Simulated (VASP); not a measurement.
# AlN (F-43m) in VASP: notebook

The runs below take AlN through single point, relaxation of cell and atoms, with PBEsol.

Everything below comes from runs of VASP 6.6.1. Logs are shortened: lines on timing, memory, paths and dates and some standing lists are left out, and cuts for length are marked.

**1. The cell of the first run**

Symmetry: F-43m, No. 216, cubic system. The conventional cell has a = 4.377 Å, b = 4.377 Å, c = 4.377 Å, α = 90.00°, β = 90.00°, γ = 90.00°. Within 2.5 Å of Al (site symmetry -43m) lie 4 N at 1.90 Å. Within 2.5 Å of N (site symmetry -43m) lie 4 Al at 1.90 Å.

**2. Single point, PBEsol**

INCAR reads:

```
SYSTEM = AlN
ALGO = Normal
EDIFF = 1E-6
ENCUT = 600
GGA = PS
GGA_COMPAT = .FALSE.
ISIF = 2
ISMEAR = -1
LASPH = .TRUE.
LCHARG = .FALSE.
LREAL = .FALSE.
LWAVE = .FALSE.
NBANDS = 11
NELM = 120
PREC = Accurate
SIGMA = 0.1
```

KPOINTS reads:

```
k-points
0
G
  14 14 14
  0 0 0
```

POSCAR reads:

```
AlN
1.0
    0.0000000000      2.1886794790      2.1886794790
    2.1886794790      0.0000000000      2.1886794790
    2.1886794790      2.1886794790      0.0000000000
Al N
1 1
Direct
    0.0000000000      0.0000000000      0.0000000000
    0.2500000000      0.2500000000      0.2500000000
```

Potentials or basis: VASP PAW PBE potentials, release 64 (Al, N).

On the command line:

```
cat potpaw_PBE.64/Al/POTCAR potpaw_PBE.64/N/POTCAR > POTCAR
mpirun -np 1 vasp_std > vasp.out
```

OUTCAR:

```text
SYSTEM = AlN
   EDIFF = 1E-6
   ENCUT = 600
   GGA = PS
   ISIF = 2
   ISMEAR = -1
   LASPH = .TRUE.
   LREAL = .FALSE.
   NELM = 120
   PREC = Accurate

 ion  position               nearest neighbor table
   1  0.000  0.000  0.000-   2 1.90   2 1.90   2 1.90   2 1.90
   2  0.250  0.250  0.250-   1 1.90   1 1.90   1 1.90   1 1.90

  LATTYP: Found a face centered cubic cell.
 ALAT       =     4.3773589580

  Lattice vectors:

 A1 = (   0.0000000000,   2.1886794790,   2.1886794790)
 A2 = (   2.1886794790,   0.0000000000,   2.1886794790)
 A3 = (   2.1886794790,   2.1886794790,   0.0000000000)

Analysis of symmetry for initial positions (statically):
=====================================================================
 Subroutine PRICEL returns:
 Original cell was already a primitive cell.

 Routine SETGRP: Setting up the symmetry group for a
 face centered cubic supercell.

 Subroutine GETGRP returns: Found 24 space group operations
 (whereof 24 operations were pure point group operations)
 out of a pool of 48 trial point group operations.

The static configuration has the point symmetry T_d .

Analysis of symmetry for dynamics (positions and initial velocities):
=====================================================================
 Subroutine PRICEL returns:
 Original cell was already a primitive cell.

 Routine SETGRP: Setting up the symmetry group for a
 face centered cubic supercell.

 Subroutine GETGRP returns: Found 24 space group operations
 (whereof 24 operations were pure point group operations)
 out of a pool of 48 trial point group operations.

The dynamic configuration has the point symmetry T_d .

 Subroutine INISYM returns: Found 24 space group operations
 (whereof 24 operations are pure point group operations),
 and found     1 'primitive' translations

----------------------------------------------------------------------------------------

                                     Primitive cell

  volume of cell :      20.9689

  direct lattice vectors                    reciprocal lattice vectors
     0.000000000  2.188679479  2.188679479    -0.228448251  0.228448251  0.228448251
     2.188679479  0.000000000  2.188679479     0.228448251 -0.228448251  0.228448251
     2.188679479  2.188679479  0.000000000     0.228448251  0.228448251 -0.228448251

  length of vectors
     3.095260203  3.095260203  3.095260203     0.395683978  0.395683978  0.395683978

  position of ions in fractional coordinates (direct lattice)
     0.000000000  0.000000000  0.000000000
     0.250000000  0.250000000  0.250000000

  ion indices of the primitive-cell ions
   primitive index   ion index
                 1           1
                 2           2

----------------------------------------------------------------------------------------

 KPOINTS: k-points

Automatic generation of k-mesh.
 Grid dimensions read from file:
 generate k-points for:   14   14   14

 Generating k-lattice:

  Cartesian coordinates                     Fractional coordinates (reciprocal lattice)
    -0.016317732  0.016317732  0.016317732     0.071428571  0.000000000  0.000000000
     0.016317732 -0.016317732  0.016317732     0.000000000  0.071428571  0.000000000
     0.016317732  0.016317732 -0.016317732     0.000000000  0.000000000  0.071428571

  Length of vectors
     0.028263141  0.028263141  0.028263141

  Shift w.r.t. Gamma in fractional coordinates (k-lattice)
     0.000000000  0.000000000  0.000000000

 Subroutine IBZKPT returns following result:
 ===========================================

 Found    104 irreducible k-points:

 Following reciprocal coordinates:
            Coordinates               Weight
  0.000000  0.000000  0.000000      1.000000
  0.071429  0.000000  0.000000      8.000000
  0.142857  0.000000  0.000000      8.000000
  0.214286  0.000000  0.000000      8.000000
  0.285714  0.000000  0.000000      8.000000
  0.357143  0.000000  0.000000      8.000000
[... 16 lines left out ...]
  0.214286  0.142857  0.000000     24.000000
  0.285714  0.142857  0.000000     24.000000
 [... further k-points ...]
   k-points           NKPTS =    104   k-points in BZ     NKDIM =    104   number of bands    NBANDS=     11
   number of dos      NEDOS =    301   number of ions     NIONS =      2
   total plane-waves  NPLWV =  21952
   dimension x,y,z NGX =    28 NGY =   28 NGZ =   28
   dimension x,y,z NGXF=    56 NGYF=   56 NGZF=   56
   ions per type =               1   1
   NGX,Y,Z   is equivalent  to a cutoff of  15.04, 15.04, 15.04 a.u.
   NGXF,Y,Z  is equivalent  to a cutoff of  30.08, 30.08, 30.08 a.u.
 SYSTEM =  AlN
   PREC   = accura    normal or accurate (medium, high low for compatibility)
   ISTART =      0    job   : 0-new  1-cont  2-samecut
   ICHARG =      2    charge: 1-file 2-atom 10-const
   ISPIN  =      1    spin polarized calculation?
   LNONCOLLINEAR =      F non collinear calculations
   LSORBIT =      F    spin-orbit coupling
   LASPH  =      T    aspherical Exc in radial PAW
   ENCUT  =  600.0 eV  44.10 Ry    6.64 a.u.   6.18  6.18  6.18*2*pi/ulx,y,z
   NELM   =    120;   NELMIN=  2; NELMDL= -5     # of ELM steps
   EDIFF  = 0.1E-05   stopping-criterion for ELM
   LREAL  =      F    real-space projection
   EDIFFG = 0.1E-04   stopping-criterion for IOM
   NSW    =      0    number of steps for IOM
   IBRION =     -1    ionic relax: 0-MD 1-quasi-New 2-CG
   NFREE  =      0    steps in history (QN), initial steepest desc. (CG)
   ISIF   =      2    stress and relaxation
   ISYM   =      2    0-nonsym 1-usesym 2-fastsym
   POTIM  = 0.5000    time-step for ionic-motion
   TEBEG  =    0.0;   TEEND  =   0.0 temperature during run
   PSTRESS=    0.0 pullay stress
   NELECT =       8.0000    total number of electrons
   NUPDOWN=      -1.0000    fix difference up-down
   EMIN   =  10.00;   EMAX   =-10.00  energy-range for DOS
   EFERMI =   0.00;   METHOD = LEGACY
   ISMEAR =    -1;   SIGMA  =   0.10  broadening in eV -4-tet -1-fermi 0-gaus
   EFERMI_NEDOS =   21; number of points for ismear=-14 and -15
   IALGO  =     38    algorithm
   IMIX   =      4    mixing-type and parameters
     AMIX     =   0.40;   BMIX     =  1.00
     AMIX_MAG =   1.60;   BMIX_MAG =  1.00
  volume/ion in A,a.u.               =      10.48        70.75
  Fermi-wavevector in a.u.,A,eV,Ry     =   1.187352  2.243769 19.181544  1.409804
  Thomas-Fermi vector in A             =   2.323505
   LORBIT       =      0    0 simple, 1 ext, 2 COOP (PROOUT), +10 PAW based schemes
   GGA     = PS    functional components
   LHFCALC =     F    Hartree Fock is set to
   AEXX    =    0.0000 exact exchange contribution
   IVDW    =     0    specifies the selected vdW correction
   LEPSILON=     F    determine dielectric tensor
   LRPA    =     F    only Hartree local field effects (RPA)
 non-spin polarized calculation
  energy-cutoff  :      600.00
  volume of cell :       20.97
 maximum number of plane-waves:       725
 NGX is ok and might be reduce to    28
   NGX = 13   NGY = 13   NGZ = 13

 number of electron       7.9999999 magnetization

 Free energy of the ion-electron system (eV)
  ---------------------------------------------------
  ext. energy  EPLUGINS =         0.00000000
  ---------------------------------------------------
  free energy    TOTEN  =       -15.61302047 eV

  energy without entropy =      -15.61302046  energy(sigma->0) =      -15.61302046

 E-fermi :   7.5658     XC(G=0): -11.1015

 val. band max:        5.8173382445   @ k =   0.0000   0.0000   0.0000
 cond. band min:       9.0012551795   @ k =   0.5000   0.5000   0.0000
 fundamental gap:      3.1839169350
 Fermi energy:         7.5658357159

 k-point     1 :       0.0000    0.0000    0.0000
  band No.  band energies     occupation
      1      -9.1042      2.00000
      2       5.8173      2.00000
      3       5.8173      2.00000
      4       5.8173      2.00000
      5       9.8937      0.00000
      6      18.2231      0.00000
      7      18.2231      0.00000
      8      18.2231      0.00000
      9      23.3534      0.00000
     10      23.3534      0.00000
     11      24.6932      0.00000

 k-point     2 :       0.0714    0.0000    0.0000
  band No.  band energies     occupation
      1      -9.0288      2.00000
      2       5.3655      2.00000
      3       5.7903      2.00000
      4       5.7903      2.00000
      5      10.2677      0.00000
      6      18.0127      0.00000
      7      18.3012      0.00000
      8      18.3012      0.00000
      9      22.4838      0.00000
     10      22.4838      0.00000
     11      24.1956      0.00000

 k-point     3 :       0.1429    0.0000    0.0000
  band No.  band energies     occupation
      1      -8.8080      2.00000
      2       4.3431      2.00000
      3       5.7165      2.00000
      4       5.7165      2.00000
      5      11.0470      0.00000
      6      17.5052      0.00000
      7      18.4068      0.00000
      8      18.4068      0.00000
      9      21.6509      0.00000
     10      21.6509      0.00000
     11      23.4521      0.00000

 k-point     4 :       0.2143    0.0000    0.0000
  band No.  band energies     occupation
      1      -8.4603      2.00000
      2       3.1416      2.00000
      3       5.6148      2.00000
      4       5.6148      2.00000
      5      11.8240      0.00000
      6      16.9148      0.00000
      7      18.2160      0.00000
      8      18.2160      0.00000
      9      21.6160      0.00000
     10      21.6160      0.00000
     11      22.9414      0.00000
[... 239 lines left out ...]
 k-point    22 :       0.1429    0.1429    0.0000
  band No.  band energies     occupation
      1      -8.7101      2.00000
      2       4.4199      2.00000
      3       5.4187      2.00000
      4       5.4187      2.00000
      5      11.3331      0.00000
      6      17.1095      0.00000
      7      18.7700      0.00000
      8      18.7700      0.00000
      9      18.9142      0.00000
     10      23.9672      0.00000
     11      25.9503      0.00000

 k-point    23 :       0.2143    0.1429    0.0000
  band No.  band energies     occupation
      1      -8.4536      2.00000
      2       3.6662      2.00000
      3       5.2466      2.00000
      4       5.2939      2.00000
      5      11.8145      0.00000
      6      16.7246      0.00000
      7      17.7246      0.00000
      8      18.9391      0.00000
      9      19.3879      0.00000
     10      23.9294      0.00000
     11      25.6796      0.00000

 k-point    24 :       0.2857    0.1429    0.0000
  band No.  band energies     occupation
      1      -8.0865      2.00000
      2       2.6835      2.00000
      3       5.1049      2.00000
      4       5.1439      2.00000
      5      12.2634      0.00000
      6      16.3124      0.00000
      7      17.0619      0.00000
      8      18.8154      0.00000
      9      20.1251      0.00000
     10      24.1742      0.00000
     11      25.2585      0.00000

 [... further k-points ...]
[... 5 lines left out ...]
  --------------------------------------------------------------------------------------
  -------------------------------------------------------------------------------------
  Total       -0.0176142     -0.0176142     -0.0176142      0.0000000      0.0000000      0.0000000
  in kB       -1.3458477     -1.3458477     -1.3458477      0.0000000      0.0000000      0.0000000
  external PRESSURE =      -1.3458477 kB  Pullay stress =       0.0000000 kB

 VOLUME and BASIS-vectors are now :
 -----------------------------------------------------------------------------
  energy-cutoff  :      600.00
  volume of cell :       20.97
      direct lattice vectors                 reciprocal lattice vectors
     0.000000000  2.188679479  2.188679479    -0.228448251  0.228448251  0.228448251
     2.188679479  0.000000000  2.188679479     0.228448251 -0.228448251  0.228448251
     2.188679479  2.188679479  0.000000000     0.228448251  0.228448251 -0.228448251

 POSITION                                       TOTAL-FORCE (eV/Angst)
 -----------------------------------------------------------------------------------
      0.00000      0.00000      0.00000        -0.000000     -0.000000     -0.000000
      1.09434      1.09434      1.09434         0.000000      0.000000      0.000000
 -----------------------------------------------------------------------------------
    total drift:                                0.000000      0.000000      0.000000

  FREE ENERGIE OF THE ION-ELECTRON SYSTEM (eV)
  ---------------------------------------------------
  free  energy   TOTEN  =       -15.6130204669 eV

  energy  without entropy=      -15.6130204600  energy(sigma->0) =      -15.61302046
```

Run time: 18 s. Hardware: 1 thread of AMD EPYC 9R45 (Zen 5), shared host; peak memory 0.13 GiB.

What came out:

| Item | Value |
| --- | --- |
| Free energy | -15.6130 eV |
| Pressure | -0.1 GPa |
| Band gap on the k mesh | 3.18 eV, indirect (least direct gap 4.08 eV) |

Caveat: the PAW data sets were made with another functional, which shifts forces and pressure a little. A k mesh can miss the band edges.

**3. Relaxation of cell and atoms, PBEsol**

This run uses another cell than the first one, of 10.42 Å³/atom, 0.994 times its volume.

INCAR reads:

```
SYSTEM = AlN
PREC = Accurate
ENCUT = 600
EDIFF = 1E-7
ISMEAR = -1
SIGMA = 0.1
LREAL = .False.
LASPH = .True.
NELM = 120
ALGO = Normal
ISIF = 3
LWAVE = .False.
LCHARG = .False.
GGA = PS
IBRION = 2
NSW = 100
EDIFFG = -0.002
GGA_COMPAT = .False.
NELMIN = 4
```

KPOINTS reads:

```
regular mesh
0
Gamma
  14 14 14
  0 0 0
```

POSCAR reads:

```
AlN
1.0
    0.0000000000      2.1839935596      2.1839935596
    2.1839935596      0.0000000000      2.1839935596
    2.1839935596      2.1839935596      0.0000000000
Al N
1 1
Direct
    0.0000000000      0.0000000000      0.0000000000
    0.2500000000      0.2500000000      0.2500000000
```

Potentials or basis: VASP PAW PBE potentials, release 64 (Al, N).

On the command line:

```
cat potpaw_PBE.64/Al/POTCAR potpaw_PBE.64/N/POTCAR > POTCAR
mpirun -np 1 vasp_std > vasp.out
```

It took 32 s on 1 thread of AMD EPYC 9R45 (Zen 5), shared host; peak memory 0.14 GiB.

It converged, with:

```yaml
Free_energy: -15.6129 eV
Relaxed_volume: 10.48 Å³/atom
Relaxed_cell: a = 3.095 Å, b = 3.095 Å, c = 3.095 Å, α = 60.00°, β = 60.00°, γ = 60.00°
Space_group_after_relaxing_to_0.05_Å: F-43m (No. 216)
Energy_gained_by_relaxing: 0.2 meV/atom
Ionic_steps: 3
Pressure_after_relaxing: 0.0 GPa
Band_gap_on_the_k_mesh: 3.18 eV, indirect (least direct gap 4.08 eV)
```

The path:
```
step  energy change (eV)  largest force (eV/Å)  pressure (GPa)  volume (Å³)
   1              0.0000                0.0000            1.21        20.83
   2             -0.0001                0.0000           -1.08        21.07
   3             -0.0005                0.0000            0.01        20.96
```

Final structure:
```yaml
crystal:
  lattice:
    - [0.00000, 2.18829, 2.18829]
    - [2.18829, 0.00000, 2.18829]
    - [2.18829, 2.18829, 0.00000]
  atoms:
    - { symbol: Al, position: [0.00000, 0.00000, 0.00000] }
    - { symbol: N, position: [0.25000, 0.25000, 0.25000] }
```

Levels at points of the mesh, in eV from the valence-band top:
```
           k point  band 1  band 2  band 3  band 4  band 5  band 6  band 7  band 8
(0.00, 0.00, 0.00)  -14.92    0.00    0.00    0.00    4.08   12.41   12.41   12.41
(0.50, 0.00, 0.00)  -12.86   -5.89   -0.48   -0.48    7.23    9.73   11.00   11.00
(0.50, 0.50, 0.00)  -12.22   -4.93   -1.78   -1.78    3.18    8.45   13.79   15.55
```

Caveat: the PAW data sets were made with another functional, which shifts forces and pressure a little.
